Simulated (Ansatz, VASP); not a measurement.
K3TaO3 in VASP and in Ansatz

```
K Ta O
1.0
     3.89054    0.00000    0.00000
     0.00000    3.89054    0.00000
     0.00000    0.00000   13.42662
K Ta O
3 1 3
Cartesian
  0.0000 0.0000 7.2264
  1.9453 1.9453 2.9742
  1.9453 1.9453 11.2263
  0.0000 0.0000 0.3011
  0.0000 0.0000 2.1112
  0.0000 1.9453 13.2553
  1.9453 0.0000 13.2553
```

Alike in both runs: functional PBE; k mesh 8 × 8 × 4; occupations gaussian, width 0.1 eV; no spin polarisation.

Ansatz relaxed the structure, and its values are those at the end. VASP's run is a single point on that final structure, the one shown.

```csv
,VASP,Ansatz
version,VASP 6.6.1,Ansatz 0.2.0
potentials or method,"VASP PAW PBE potentials, release 64 (K_sv, Ta_pv, O), cutoff 520 eV","scalar-relativistic, plane waves, PAW"
valence electrons in the cell,56,58
```

```csv
,VASP,Ansatz,Ansatz less VASP
gap on the k mesh at the Fermi level (eV),none,none,-
pressure (GPa),0.2,0.0,-0.24
rms of the force components (eV/Å),0.074,0.001,-0.0731
```

A gap of «none» marks a metal or a gap that the smearing closes. The functional is the same, so the differences come from potentials, cutoffs and numerics. VASP's potentials hold 56 valence electrons a cell and Ansatz's 58, so a difference there can come from the potentials and not from the codes.

Spin-orbit coupling is off throughout.
